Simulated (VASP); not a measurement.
# ZrC (Fm-3m) in VASP: settings compared

ZrC is run at these levels: PBEsol, r2SCAN; tasks: single point.

All numbers are computed with VASP 6.6.1; they aren't measurements. Logs are shortened: lines on timing, memory, paths and dates and some standing lists are left out, and cuts for length are marked.

## Step 1: The cell of the first run

It takes space group Fm-3m (No. 225, cubic). The conventional cell has a = 4.730 Å, b = 4.730 Å, c = 4.730 Å, α = 90.00°, β = 90.00°, γ = 90.00°. Zr (site symmetry m-3m) has 6 C at 2.37 Å within 3.1 Å. Within 3.1 Å of C (site symmetry m-3m) lie 6 Zr at 2.37 Å.

## Step 2: Single point, PBEsol

INCAR

```
SYSTEM = ZrC
PREC = Accurate
ENCUT = 520
EDIFF = 1E-6
ISMEAR = 0
SIGMA = 0.05
LREAL = .FALSE.
LASPH = .TRUE.
NELM = 60
ALGO = Normal
ISIF = 2
LWAVE = .FALSE.
LCHARG = .FALSE.
GGA = PS
NBANDS = 15
```

KPOINTS

```
regular mesh
0
G
  12 12 12
  0 0 0
```

POSCAR

```
ZrC
1.0
    0.0000000000      2.3650000000      2.3650000000
    2.3650000000      0.0000000000      2.3650000000
    2.3650000000      2.3650000000      0.0000000000
Zr C
1 1
Direct
    0.5000000000      0.5000000000      0.5000000000
    0.0000000000      0.0000000000      0.0000000000
```

Potentials or basis: VASP PAW PBE potentials, release 64 (Zr_sv, C).

Launch:

```
cat potpaw_PBE.64/Zr_sv/POTCAR potpaw_PBE.64/C/POTCAR > POTCAR
mpirun -np 1 vasp_std > vasp.out
```

OUTCAR:

```text
SYSTEM = ZrC
   PREC = Accurate
   ENCUT = 520
   EDIFF = 1E-6
   ISMEAR = 0
   LREAL = .FALSE.
   LASPH = .TRUE.
   NELM = 60
   ISIF = 2
   GGA = PS

 ion  position               nearest neighbor table
   1  0.500  0.500  0.500-   2 2.37   2 2.37   2 2.37   2 2.37   2 2.37   2 2.37
   2  0.000  0.000  0.000-   1 2.37   1 2.37   1 2.37   1 2.37   1 2.37   1 2.37

  LATTYP: Found a face centered cubic cell.
 ALAT       =     4.7300000000

  Lattice vectors:

 A1 = (   0.0000000000,   2.3650000000,   2.3650000000)
 A2 = (   2.3650000000,   0.0000000000,   2.3650000000)
 A3 = (   2.3650000000,   2.3650000000,   0.0000000000)

Analysis of symmetry for initial positions (statically):
=====================================================================
 Subroutine PRICEL returns:
 Original cell was already a primitive cell.

 Routine SETGRP: Setting up the symmetry group for a
 face centered cubic supercell.

 Subroutine GETGRP returns: Found 48 space group operations
 (whereof 48 operations were pure point group operations)
 out of a pool of 48 trial point group operations.

The static configuration has the point symmetry O_h .

Analysis of symmetry for dynamics (positions and initial velocities):
=====================================================================
 Subroutine PRICEL returns:
 Original cell was already a primitive cell.

 Routine SETGRP: Setting up the symmetry group for a
 face centered cubic supercell.

 Subroutine GETGRP returns: Found 48 space group operations
 (whereof 48 operations were pure point group operations)
 out of a pool of 48 trial point group operations.

The dynamic configuration has the point symmetry O_h .

 Subroutine INISYM returns: Found 48 space group operations
 (whereof 48 operations are pure point group operations),
 and found     1 'primitive' translations

----------------------------------------------------------------------------------------

                                     Primitive cell

  volume of cell :      26.4560

  direct lattice vectors                    reciprocal lattice vectors
     0.000000000  2.365000000  2.365000000    -0.211416490  0.211416490  0.211416490
     2.365000000  0.000000000  2.365000000     0.211416490 -0.211416490  0.211416490
     2.365000000  2.365000000  0.000000000     0.211416490  0.211416490 -0.211416490

  length of vectors
     3.344615075  3.344615075  3.344615075     0.366184103  0.366184103  0.366184103

  position of ions in fractional coordinates (direct lattice)
     0.500000000  0.500000000  0.500000000
     0.000000000  0.000000000  0.000000000

  ion indices of the primitive-cell ions
   primitive index   ion index
                 1           1
                 2           2

----------------------------------------------------------------------------------------

 KPOINTS: regular mesh

Automatic generation of k-mesh.
 Grid dimensions read from file:
 generate k-points for:   12   12   12

 Generating k-lattice:

  Cartesian coordinates                     Fractional coordinates (reciprocal lattice)
    -0.017618041  0.017618041  0.017618041     0.083333333  0.000000000  0.000000000
     0.017618041 -0.017618041  0.017618041     0.000000000  0.083333333  0.000000000
     0.017618041  0.017618041 -0.017618041     0.000000000  0.000000000  0.083333333

  Length of vectors
     0.030515342  0.030515342  0.030515342

  Shift w.r.t. Gamma in fractional coordinates (k-lattice)
     0.000000000  0.000000000  0.000000000

 Subroutine IBZKPT returns following result:
 ===========================================

 Found     72 irreducible k-points:

 Following reciprocal coordinates:
            Coordinates               Weight
  0.000000  0.000000  0.000000      1.000000
  0.083333  0.000000  0.000000      8.000000
  0.166667  0.000000  0.000000      8.000000
  0.250000  0.000000  0.000000      8.000000
  0.333333  0.000000  0.000000      8.000000
  0.416667  0.000000  0.000000      8.000000
[... 16 lines left out ...]
  0.500000  0.166667  0.000000     24.000000
 -0.416667  0.166667  0.000000     24.000000
 [... further k-points ...]
   k-points           NKPTS =     72   k-points in BZ     NKDIM =     72   number of bands    NBANDS=     15
   number of dos      NEDOS =    301   number of ions     NIONS =      2
   total plane-waves  NPLWV =  21952
   dimension x,y,z NGX =    28 NGY =   28 NGZ =   28
   dimension x,y,z NGXF=    56 NGYF=   56 NGZF=   56
   ions per type =               1   1
   NGX,Y,Z   is equivalent  to a cutoff of  13.92, 13.92, 13.92 a.u.
   NGXF,Y,Z  is equivalent  to a cutoff of  27.84, 27.84, 27.84 a.u.
 SYSTEM =  ZrC
   PREC   = accura    normal or accurate (medium, high low for compatibility)
   ISTART =      0    job   : 0-new  1-cont  2-samecut
   ICHARG =      2    charge: 1-file 2-atom 10-const
   ISPIN  =      1    spin polarized calculation?
   LNONCOLLINEAR =      F non collinear calculations
   LSORBIT =      F    spin-orbit coupling
   LASPH  =      T    aspherical Exc in radial PAW
   ENCUT  =  520.0 eV  38.22 Ry    6.18 a.u.   6.22  6.22  6.22*2*pi/ulx,y,z
   NELM   =     60;   NELMIN=  2; NELMDL= -5     # of ELM steps
   EDIFF  = 0.1E-05   stopping-criterion for ELM
   LREAL  =      F    real-space projection
   EDIFFG = 0.1E-04   stopping-criterion for IOM
   NSW    =      0    number of steps for IOM
   IBRION =     -1    ionic relax: 0-MD 1-quasi-New 2-CG
   NFREE  =      0    steps in history (QN), initial steepest desc. (CG)
   ISIF   =      2    stress and relaxation
   ISYM   =      2    0-nonsym 1-usesym 2-fastsym
   POTIM  = 0.5000    time-step for ionic-motion
   TEBEG  =    0.0;   TEEND  =   0.0 temperature during run
   PSTRESS=    0.0 pullay stress
   NELECT =      16.0000    total number of electrons
   NUPDOWN=      -1.0000    fix difference up-down
   EMIN   =  10.00;   EMAX   =-10.00  energy-range for DOS
   EFERMI =   0.00;   METHOD = LEGACY
   ISMEAR =     0;   SIGMA  =   0.05  broadening in eV -4-tet -1-fermi 0-gaus
   EFERMI_NEDOS =   21; number of points for ismear=-14 and -15
   IALGO  =     38    algorithm
   IMIX   =      4    mixing-type and parameters
     AMIX     =   0.40;   BMIX     =  1.00
     AMIX_MAG =   1.60;   BMIX_MAG =  1.00
  volume/ion in A,a.u.               =      13.23        89.27
  Fermi-wavevector in a.u.,A,eV,Ry     =   1.384439  2.616209 26.077880  1.916670
  Thomas-Fermi vector in A             =   2.508943
   LORBIT       =      0    0 simple, 1 ext, 2 COOP (PROOUT), +10 PAW based schemes
   GGA     = PS    functional components
   LHFCALC =     F    Hartree Fock is set to
   AEXX    =    0.0000 exact exchange contribution
   IVDW    =     0    specifies the selected vdW correction
   LEPSILON=     F    determine dielectric tensor
   LRPA    =     F    only Hartree local field effects (RPA)
 non-spin polarized calculation
 Gauss-broadening in eV      SIGMA  =   0.05
  energy-cutoff  :      520.00
  volume of cell :       26.46
 maximum number of plane-waves:       725
 NGX is ok and might be reduce to    28
   NGX = 13   NGY = 13   NGZ = 13

 number of electron      16.0000000 magnetization

 Free energy of the ion-electron system (eV)
  ---------------------------------------------------
  ext. energy  EPLUGINS =         0.00000000
  ---------------------------------------------------
  free energy    TOTEN  =       -20.54719211 eV

  energy without entropy =      -20.54645495  energy(sigma->0) =      -20.54682353

 E-fermi :   9.3528     XC(G=0): -12.1875

 val. band max:        9.3299551832   @ k =   0.5000   0.5000   0.0000
 cond. band min:       9.3739121112   @ k =   0.4167   0.3333   0.0000
 fundamental gap:      0.0439569280
 Fermi energy:         9.3528090582

 k-point     1 :       0.0000    0.0000    0.0000
  band No.  band energies     occupation
      1     -38.7717      2.00000
      2     -16.5243      2.00000
      3     -16.5243      2.00000
      4     -16.5243      2.00000
      5      -1.9357      2.00000
      6      10.2267      0.00000
      7      10.2267      0.00000
      8      10.2267      0.00000
      9      10.3269      0.00000
     10      10.3269      0.00000
     11      10.3269      0.00000
     12      12.0279      0.00000
     13      12.0279      0.00000
     14      16.3576      0.00000
     15      19.6239      0.00000

 k-point     2 :       0.0833    0.0000    0.0000
  band No.  band energies     occupation
      1     -38.7654      2.00000
      2     -16.5826      2.00000
      3     -16.5294      2.00000
      4     -16.5294      2.00000
      5      -1.7814      2.00000
      6       9.1642      2.00000
      7       9.4240      0.04411
      8       9.4240      0.04411
      9      10.6258      0.00000
     10      10.6258      0.00000
     11      11.0336      0.00000
     12      12.8526      0.00000
     13      12.8526      0.00000
     14      16.6968      0.00000
     15      20.0455      0.00000

 k-point     3 :       0.1667    0.0000    0.0000
  band No.  band energies     occupation
      1     -38.7482      2.00000
      2     -16.7386      2.00000
      3     -16.5435      2.00000
      4     -16.5435      2.00000
      5      -1.3449      2.00000
      6       7.8630      2.00000
      7       8.4119      2.00000
      8       8.4119      2.00000
      9      11.0863      0.00000
     10      11.0863      0.00000
     11      11.5178      0.00000
     12      14.3354      0.00000
     13      14.3354      0.00000
     14      17.4801      0.00000
     15      21.1131      0.00000

 k-point     4 :       0.2500    0.0000    0.0000
  band No.  band energies     occupation
      1     -38.7246      2.00000
      2     -16.9445      2.00000
      3     -16.5626      2.00000
      4     -16.5626      2.00000
      5      -0.6983      2.00000
      6       6.5574      2.00000
      7       7.5539      2.00000
      8       7.5539      2.00000
      9      11.7757      0.00000
     10      11.7757      0.00000
     11      11.9998      0.00000
     12      15.9410      0.00000
     13      15.9410      0.00000
     14      18.1322      0.00000
     15      22.1921      0.00000
[... 307 lines left out ...]
 k-point    22 :       0.4167    0.1667    0.0000
  band No.  band energies     occupation
      1     -38.6815      2.00000
      2     -17.1588      2.00000
      3     -16.6809      2.00000
      4     -16.6553      2.00000
      5       0.1408      2.00000
      6       5.2550      2.00000
      7       6.8585      2.00000
      8       7.3850      2.00000
      9      11.0118      0.00000
     10      13.7804      0.00000
     11      14.2390      0.00000
     12      16.3196      0.00000
     13      17.1988      0.00000
     14      19.6111      0.00000
     15      22.6379      0.00000

 k-point    23 :       0.5000    0.1667    0.0000
  band No.  band energies     occupation
      1     -38.6693      2.00000
      2     -17.2435      2.00000
      3     -16.7200      2.00000
      4     -16.6497      2.00000
      5       0.5381      2.00000
      6       4.8166      2.00000
      7       6.6534      2.00000
      8       6.9332      2.00000
      9      11.9357      0.00000
     10      13.9015      0.00000
     11      14.4207      0.00000
     12      17.1082      0.00000
     13      17.6527      0.00000
     14      19.3118      0.00000
     15      22.4089      0.00000

 k-point    24 :      -0.4167    0.1667    0.0000
  band No.  band energies     occupation
      1     -38.6677      2.00000
      2     -17.2519      2.00000
      3     -16.7476      2.00000
      4     -16.6300      2.00000
      5       0.6763      2.00000
      6       4.6435      2.00000
      7       6.6864      2.00000
      8       6.7083      2.00000
      9      12.8885      0.00000
     10      13.4334      0.00000
     11      14.0114      0.00000
     12      17.0907      0.00000
     13      18.5044      0.00000
     14      18.8090      0.00000
     15      22.4197      0.00000

 [... further k-points ...]
[... 5 lines left out ...]
  --------------------------------------------------------------------------------------
  -------------------------------------------------------------------------------------
  Total       -1.3373261     -1.3373261     -1.3373261      0.0000000      0.0000000     -0.0000000
  in kB      -80.9887092    -80.9887092    -80.9887092      0.0000000      0.0000000     -0.0000000
  external PRESSURE =     -80.9887092 kB  Pullay stress =       0.0000000 kB

 VOLUME and BASIS-vectors are now :
 -----------------------------------------------------------------------------
  energy-cutoff  :      520.00
  volume of cell :       26.46
      direct lattice vectors                 reciprocal lattice vectors
     0.000000000  2.365000000  2.365000000    -0.211416490  0.211416490  0.211416490
     2.365000000  0.000000000  2.365000000     0.211416490 -0.211416490  0.211416490
     2.365000000  2.365000000  0.000000000     0.211416490  0.211416490 -0.211416490

 POSITION                                       TOTAL-FORCE (eV/Angst)
 -----------------------------------------------------------------------------------
      2.36500      2.36500      2.36500         0.000000     -0.000000     -0.000000
      0.00000      0.00000      0.00000        -0.000000      0.000000      0.000000
 -----------------------------------------------------------------------------------
    total drift:                                0.000000      0.000000      0.000000

  FREE ENERGIE OF THE ION-ELECTRON SYSTEM (eV)
  ---------------------------------------------------
  free  energy   TOTEN  =       -20.5471921053 eV

  energy  without entropy=      -20.5464549465  energy(sigma->0) =      -20.54682353
```

Wall time 29 s (1 thread of Intel Xeon Platinum 8259CL at 2.50GHz (Skylake/Cascade Lake), shared host); peak memory 0.17 GiB.

Results:

```yaml
Free_energy: -20.5472 eV
Pressure: -8.1 GPa
Band_gap_on_the_k_mesh: zero (band 8 reaches 10.23 eV, above the bottom of band 9 at 8.91 eV)
```

Levels at points of the mesh, in eV from the Fermi level:
```
           k point  band 6  band 7  band 8  band 9  band 10  band 11
(0.00, 0.00, 0.00)    0.87    0.87    0.87    0.97     0.97     0.97
(0.50, 0.00, 0.00)   -5.34   -2.95   -2.95    4.32     4.32     5.14
(0.50, 0.50, 0.00)   -2.17   -1.83   -0.02   -0.02     4.29     5.46
```

Caveat: the PAW data sets were made with another functional, which shifts forces and pressure a little.

[end of part 1 of 2]
